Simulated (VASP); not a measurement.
# AlP (F-43m) in VASP: notebook

AlP is run at these levels: LDA; tasks: single point, relaxation of cell and atoms.

All numbers are computed with VASP 6.6.1; they aren't measurements. Logs are shortened: lines on timing, memory, paths and dates and some standing lists are left out, and cuts for length are marked.

### Step 1. The cell of the first run

Symmetry: F-43m, No. 216, cubic system. The conventional cell has a = 5.057 Å, b = 5.057 Å, c = 5.057 Å, α = 90.00°, β = 90.00°, γ = 90.00°. Al (site symmetry -43m) has 4 P at 2.19 Å within 2.9 Å. Within 2.9 Å of P (site symmetry -43m) lie 4 Al at 2.19 Å.

### Step 2. Single point, LDA

INCAR reads:

```
  PREC = Accurate
  ENCUT = 500
  EDIFF = 1E-6
  ISMEAR = 0
  SIGMA = 0.01
  LREAL = False
  LASPH = True
  NELM = 120
  ALGO = Normal
  ISIF = 2
  LWAVE = False
  LCHARG = False
  GGA = CA
  NBANDS = 11
  GGA_COMPAT = False
```

KPOINTS reads:

```
Automatic mesh
0
Gamma
  8 8 8
```

POSCAR reads:

```
AlP
1.0
    0.0000000000      2.5284137397      2.5284137397
    2.5284137397      0.0000000000      2.5284137397
    2.5284137397      2.5284137397      0.0000000000
Al P
1 1
Direct
    0.0000000000      0.0000000000      0.0000000000
    0.7500000000      0.7500000000      0.7500000000
```

Potentials or basis: VASP PAW LDA potentials, release 64 (Al, P).

The run is started by

```sh
> cat potpaw_LDA.64/Al/POTCAR potpaw_LDA.64/P/POTCAR > POTCAR
> mpirun -np 1 vasp_std > vasp.out
```

OUTCAR:

```text
PREC = Accurate
   ENCUT = 500
   EDIFF = 1E-6
   ISMEAR = 0
   LREAL = False
   LASPH = True
   NELM = 120
   ISIF = 2
   GGA = CA

 ion  position               nearest neighbor table
   1  0.000  0.000  0.000-   2 2.19   2 2.19   2 2.19   2 2.19
   2  0.750  0.750  0.750-   1 2.19   1 2.19   1 2.19   1 2.19

  LATTYP: Found a face centered cubic cell.
 ALAT       =     5.0568274794

  Lattice vectors:

 A1 = (   0.0000000000,   2.5284137397,   2.5284137397)
 A2 = (   2.5284137397,   0.0000000000,   2.5284137397)
 A3 = (   2.5284137397,   2.5284137397,   0.0000000000)

Analysis of symmetry for initial positions (statically):
=====================================================================
 Subroutine PRICEL returns:
 Original cell was already a primitive cell.

 Routine SETGRP: Setting up the symmetry group for a
 face centered cubic supercell.

 Subroutine GETGRP returns: Found 24 space group operations
 (whereof 24 operations were pure point group operations)
 out of a pool of 48 trial point group operations.

The static configuration has the point symmetry T_d .

Analysis of symmetry for dynamics (positions and initial velocities):
=====================================================================
 Subroutine PRICEL returns:
 Original cell was already a primitive cell.

 Routine SETGRP: Setting up the symmetry group for a
 face centered cubic supercell.

 Subroutine GETGRP returns: Found 24 space group operations
 (whereof 24 operations were pure point group operations)
 out of a pool of 48 trial point group operations.

The dynamic configuration has the point symmetry T_d .

 Subroutine INISYM returns: Found 24 space group operations
 (whereof 24 operations are pure point group operations),
 and found     1 'primitive' translations

----------------------------------------------------------------------------------------

                                     Primitive cell

  volume of cell :      32.3277

  direct lattice vectors                    reciprocal lattice vectors
     0.000000000  2.528413740  2.528413740    -0.197752445  0.197752445  0.197752445
     2.528413740  0.000000000  2.528413740     0.197752445 -0.197752445  0.197752445
     2.528413740  2.528413740  0.000000000     0.197752445  0.197752445 -0.197752445

  length of vectors
     3.575717002  3.575717002  3.575717002     0.342517283  0.342517283  0.342517283

  position of ions in fractional coordinates (direct lattice)
     0.000000000  0.000000000  0.000000000
     0.750000000  0.750000000  0.750000000

  ion indices of the primitive-cell ions
   primitive index   ion index
                 1           1
                 2           2

----------------------------------------------------------------------------------------

 KPOINTS: Automatic mesh

Automatic generation of k-mesh.
 Grid dimensions read from file:
 generate k-points for:    8    8    8

 Generating k-lattice:

  Cartesian coordinates                     Fractional coordinates (reciprocal lattice)
    -0.024719056  0.024719056  0.024719056     0.125000000  0.000000000  0.000000000
     0.024719056 -0.024719056  0.024719056     0.000000000  0.125000000  0.000000000
     0.024719056  0.024719056 -0.024719056     0.000000000  0.000000000  0.125000000

  Length of vectors
     0.042814660  0.042814660  0.042814660

  Shift w.r.t. Gamma in fractional coordinates (k-lattice)
     0.000000000  0.000000000  0.000000000

 Subroutine IBZKPT returns following result:
 ===========================================

 Found     29 irreducible k-points:

 Following reciprocal coordinates:
            Coordinates               Weight
  0.000000  0.000000  0.000000      1.000000
  0.125000  0.000000  0.000000      8.000000
  0.250000  0.000000  0.000000      8.000000
  0.375000  0.000000  0.000000      8.000000
  0.500000  0.000000  0.000000      4.000000
  0.125000  0.125000  0.000000      6.000000
[... 16 lines left out ...]
  0.500000  0.250000  0.125000     48.000000
 -0.375000  0.250000  0.125000     24.000000
 [... further k-points ...]
   k-points           NKPTS =     29   k-points in BZ     NKDIM =     29   number of bands    NBANDS=     11
   number of dos      NEDOS =    301   number of ions     NIONS =      2
   total plane-waves  NPLWV =  21952
   dimension x,y,z NGX =    28 NGY =   28 NGZ =   28
   dimension x,y,z NGXF=    56 NGYF=   56 NGZF=   56
   ions per type =               1   1
   NGX,Y,Z   is equivalent  to a cutoff of  13.02, 13.02, 13.02 a.u.
   NGXF,Y,Z  is equivalent  to a cutoff of  26.04, 26.04, 26.04 a.u.
 SYSTEM =  unknown system
   PREC   = accura    normal or accurate (medium, high low for compatibility)
   ISTART =      0    job   : 0-new  1-cont  2-samecut
   ICHARG =      2    charge: 1-file 2-atom 10-const
   ISPIN  =      1    spin polarized calculation?
   LNONCOLLINEAR =      F non collinear calculations
   LSORBIT =      F    spin-orbit coupling
   LASPH  =      T    aspherical Exc in radial PAW
   ENCUT  =  500.0 eV  36.75 Ry    6.06 a.u.   6.52  6.52  6.52*2*pi/ulx,y,z
   NELM   =    120;   NELMIN=  2; NELMDL= -5     # of ELM steps
   EDIFF  = 0.1E-05   stopping-criterion for ELM
   LREAL  =      F    real-space projection
   EDIFFG = 0.1E-04   stopping-criterion for IOM
   NSW    =      0    number of steps for IOM
   IBRION =     -1    ionic relax: 0-MD 1-quasi-New 2-CG
   NFREE  =      0    steps in history (QN), initial steepest desc. (CG)
   ISIF   =      2    stress and relaxation
   ISYM   =      2    0-nonsym 1-usesym 2-fastsym
   POTIM  = 0.5000    time-step for ionic-motion
   TEBEG  =    0.0;   TEEND  =   0.0 temperature during run
   PSTRESS=    0.0 pullay stress
   NELECT =       8.0000    total number of electrons
   NUPDOWN=      -1.0000    fix difference up-down
   EMIN   =  10.00;   EMAX   =-10.00  energy-range for DOS
   EFERMI =   0.00;   METHOD = LEGACY
   ISMEAR =     0;   SIGMA  =   0.01  broadening in eV -4-tet -1-fermi 0-gaus
   EFERMI_NEDOS =   21; number of points for ismear=-14 and -15
   IALGO  =     38    algorithm
   IMIX   =      4    mixing-type and parameters
     AMIX     =   0.40;   BMIX     =  1.00
     AMIX_MAG =   1.60;   BMIX_MAG =  1.00
  volume/ion in A,a.u.               =      16.16       109.08
  Fermi-wavevector in a.u.,A,eV,Ry     =   1.027811  1.942282 14.373139  1.056396
  Thomas-Fermi vector in A             =   2.161775
   LORBIT       =      0    0 simple, 1 ext, 2 COOP (PROOUT), +10 PAW based schemes
   GGA     = CA    functional components
   LHFCALC =     F    Hartree Fock is set to
   AEXX    =    0.0000 exact exchange contribution
   IVDW    =     0    specifies the selected vdW correction
   LEPSILON=     F    determine dielectric tensor
   LRPA    =     F    only Hartree local field effects (RPA)
 non-spin polarized calculation
 Gauss-broadening in eV      SIGMA  =   0.01
  energy-cutoff  :      500.00
  volume of cell :       32.33
 maximum number of plane-waves:       869
 NGX is ok and might be reduce to    28
   NGX = 13   NGY = 13   NGZ = 13

 number of electron       7.9999999 magnetization

 Free energy of the ion-electron system (eV)
  ---------------------------------------------------
  ext. energy  EPLUGINS =         0.00000000
  ---------------------------------------------------
  free energy    TOTEN  =       -10.79689448 eV

  energy without entropy =      -10.79689448  energy(sigma->0) =      -10.79689448

 E-fermi :   6.8645     XC(G=0): -10.3476

 val. band max:        6.8108736390   @ k =   0.0000   0.0000   0.0000
 cond. band min:       7.7133547381   @ k =   0.5000   0.5000   0.0000
 fundamental gap:      0.9024810991
 Fermi energy:         6.8645324048

 k-point     1 :       0.0000    0.0000    0.0000
  band No.  band energies     occupation
      1      -6.1729      2.00000
      2       6.8109      2.00000
      3       6.8109      2.00000
      4       6.8109      2.00000
      5      11.5802      0.00000
      6      11.5802      0.00000
      7      11.5802      0.00000
      8      11.9760      0.00000
      9      15.8442      0.00000
     10      15.8442      0.00000
     11      18.5873      0.00000

 k-point     2 :       0.1250    0.0000    0.0000
  band No.  band energies     occupation
      1      -5.9515      2.00000
      2       5.4505      2.00000
      3       6.6273      2.00000
      4       6.6273      2.00000
      5      11.3745      0.00000
      6      11.9311      0.00000
      7      11.9311      0.00000
      8      13.2061      0.00000
      9      15.2495      0.00000
     10      15.2495      0.00000
     11      18.7641      0.00000

 k-point     3 :       0.2500    0.0000    0.0000
  band No.  band energies     occupation
      1      -5.3161      2.00000
      2       3.1224      2.00000
      3       6.2763      2.00000
      4       6.2763      2.00000
      5      10.8630      0.00000
      6      12.1660      0.00000
      7      12.1660      0.00000
      8      15.1679      0.00000
      9      15.3266      0.00000
     10      15.3266      0.00000
     11      18.0643      0.00000

 k-point     4 :       0.3750    0.0000    0.0000
  band No.  band energies     occupation
      1      -4.4115      2.00000
      2       1.0529      2.00000
      3       6.0065      2.00000
      4       6.0065      2.00000
      5      10.4821      0.00000
      6      11.7509      0.00000
      7      11.7509      0.00000
      8      15.6094      0.00000
      9      17.0965      0.00000
     10      17.0965      0.00000
     11      19.2383      0.00000

 k-point     5 :       0.5000    0.0000    0.0000
  band No.  band energies     occupation
      1      -3.8408      2.00000
      2       0.0778      2.00000
      3       5.9109      2.00000
      4       5.9109      2.00000
      5      10.3500      0.00000
      6      11.5299      0.00000
      7      11.5299      0.00000
      8      15.4542      0.00000
      9      19.0419      0.00000
     10      19.0419      0.00000
     11      20.7044      0.00000
[... 211 lines left out ...]
 k-point    21 :       0.5000    0.5000    0.0000
  band No.  band energies     occupation
      1      -2.9096      2.00000
      2       0.5818      2.00000
      3       4.1859      2.00000
      4       4.1859      2.00000
      5       7.7134      0.00000
      6       8.9840      0.00000
      7      19.4845      0.00000
      8      19.4845      0.00000
      9      20.0879      0.00000
     10      20.0879      0.00000
     11      20.5977      0.00000

 k-point    22 :       0.3750    0.2500    0.1250
  band No.  band energies     occupation
      1      -4.7703      2.00000
      2       2.8990      2.00000
      3       4.3869      2.00000
      4       5.6875      2.00000
      5      10.7378      0.00000
      6      11.8125      0.00000
      7      12.8149      0.00000
      8      14.3217      0.00000
      9      16.0232      0.00000
     10      18.8980      0.00000
     11      20.7958      0.00000

 k-point    23 :       0.5000    0.2500    0.1250
  band No.  band energies     occupation
      1      -3.9223      2.00000
      2       1.4219      2.00000
      3       3.7542      2.00000
      4       5.1655      2.00000
      5      10.7427      0.00000
      6      11.9137      0.00000
      7      13.3364      0.00000
      8      14.6457      0.00000
      9      17.3101      0.00000
     10      19.4022      0.00000
     11      20.8619      0.00000

 k-point    24 :      -0.3750    0.2500    0.1250
  band No.  band energies     occupation
      1      -3.4065      2.00000
      2       0.6050      2.00000
      3       3.6378      2.00000
      4       4.9068      2.00000
      5      10.6980      0.00000
      6      11.6564      0.00000
      7      14.2360      0.00000
      8      15.3958      0.00000
      9      16.7851      0.00000
     10      19.1551      0.00000
     11      21.2173      0.00000

 [... further k-points ...]
[... 5 lines left out ...]
  --------------------------------------------------------------------------------------
  -------------------------------------------------------------------------------------
  Total        6.0921531      6.0921531      6.0921531      0.0000000      0.0000000      0.0000000
  in kB      301.9304893    301.9304893    301.9304893      0.0000000      0.0000000      0.0000000
  external PRESSURE =     301.9304893 kB  Pullay stress =       0.0000000 kB

 VOLUME and BASIS-vectors are now :
 -----------------------------------------------------------------------------
  energy-cutoff  :      500.00
  volume of cell :       32.33
      direct lattice vectors                 reciprocal lattice vectors
     0.000000000  2.528413740  2.528413740    -0.197752445  0.197752445  0.197752445
     2.528413740  0.000000000  2.528413740     0.197752445 -0.197752445  0.197752445
     2.528413740  2.528413740  0.000000000     0.197752445  0.197752445 -0.197752445

 POSITION                                       TOTAL-FORCE (eV/Angst)
 -----------------------------------------------------------------------------------
      0.00000      0.00000      0.00000        -0.000000     -0.000000     -0.000000
      3.79262      3.79262      3.79262         0.000000      0.000000      0.000000
 -----------------------------------------------------------------------------------
    total drift:                               -0.000000     -0.000000     -0.000000

  FREE ENERGIE OF THE ION-ELECTRON SYSTEM (eV)
  ---------------------------------------------------
  free  energy   TOTEN  =       -10.7968944845 eV

  energy  without entropy=      -10.7968944845  energy(sigma->0) =      -10.79689448
```

It took 6.4 s on 1 thread of AMD EPYC 7R13 (Zen 3), shared host; peak memory 0.1 GiB.

Results:

| Property | Result |
| --- | --- |
| Free energy | -10.7969 eV |
| Pressure | 30.2 GPa |
| Band gap on the k mesh | 0.90 eV, indirect (least direct gap 3.53 eV) |

### Step 3. Single point, LDA

INCAR reads:

```
  PREC = Accurate
  ENCUT = 500
  EDIFF = 1E-6
  ISMEAR = 0
  SIGMA = 0.01
  LREAL = F
  LASPH = T
  NELM = 120
  ALGO = Normal
  ISIF = 2
  LWAVE = F
  LCHARG = F
  NBANDS = 11
  GGA_COMPAT = F
```

KPOINTS reads:

```
Automatic mesh
0
Gamma
  10 10 10
```

POSCAR is that of step 2.

Potentials or basis: VASP PAW LDA potentials, release 64 (Al, P).

The run is started by

```sh
> cat potpaw_LDA.64/Al/POTCAR potpaw_LDA.64/P/POTCAR > POTCAR
> mpirun -np 1 vasp_std > vasp.out
```

Run time: 9.8 s. Hardware: 1 thread of AMD EPYC 7R13 (Zen 3), shared host; peak memory 0.11 GiB.

Results (log left out):

| Property | Result |
| --- | --- |
| Free energy | -10.7984 eV |
| Pressure | 30.2 GPa |
| Band gap on the k mesh | 0.90 eV, indirect (least direct gap 3.53 eV) |

Levels at points of the mesh, in eV from the valence-band top:
```tsv
k point	band 1	band 2	band 3	band 4	band 5	band 6	band 7	band 8
(0.00, 0.00, 0.00)	-12.98	0.00	0.00	0.00	4.77	4.77	4.77	5.17
(0.50, 0.00, 0.00)	-10.65	-6.73	-0.90	-0.90	3.54	4.72	4.72	8.64
(0.50, 0.50, 0.00)	-9.72	-6.23	-2.62	-2.62	0.90	2.17	12.67	12.67
```

### Step 4. Single point, LDA

INCAR reads:

```
SYSTEM = AlP
  PREC = Accurate
  ENCUT = 500
  EDIFF = 1E-6
  ISMEAR = -5
  SIGMA = 0.05
  LREAL = .FALSE.
  LASPH = .TRUE.
  NELM = 120
  ALGO = Normal
  ISIF = 2
  LWAVE = .FALSE.
  LCHARG = .TRUE.
  LELF = .TRUE.
  LVHAR = .TRUE.
  NBANDS = 11
  GGA_COMPAT = .FALSE.
```

KPOINTS reads:

```
regular mesh
0
G
  10 10 10
  0 0 0
```

POSCAR is that of step 3.

The run is started by

```sh
> cat potpaw_LDA.64/Al/POTCAR potpaw_LDA.64/P/POTCAR > POTCAR
> mpirun -np 1 vasp_std > vasp.out
```

It took 11 s on 1 thread of AMD EPYC 7R13 (Zen 3), shared host; peak memory 0.11 GiB.

Results (log left out):

```
Free energy            : -10.7984 eV
Pressure               : 30.2 GPa
Band gap on the k mesh : 0.90 eV, indirect (least direct gap 3.53 eV)
```

Levels at points of the mesh, in eV from the valence-band top:
| k point | band 1 | band 2 | band 3 | band 4 | band 5 | band 6 | band 7 | band 8 |
| --- | --- | --- | --- | --- | --- | --- | --- | --- |
| (0.00, 0.00, 0.00) | -12.98 | 0.00 | 0.00 | 0.00 | 4.77 | 4.77 | 4.77 | 5.17 |
| (0.50, 0.00, 0.00) | -10.65 | -6.73 | -0.90 | -0.90 | 3.54 | 4.72 | 4.72 | 8.64 |
| (0.50, 0.50, 0.00) | -9.72 | -6.23 | -2.62 | -2.62 | 0.90 | 2.17 | 12.67 | 12.67 |

(Continued in part 2 of 2.)
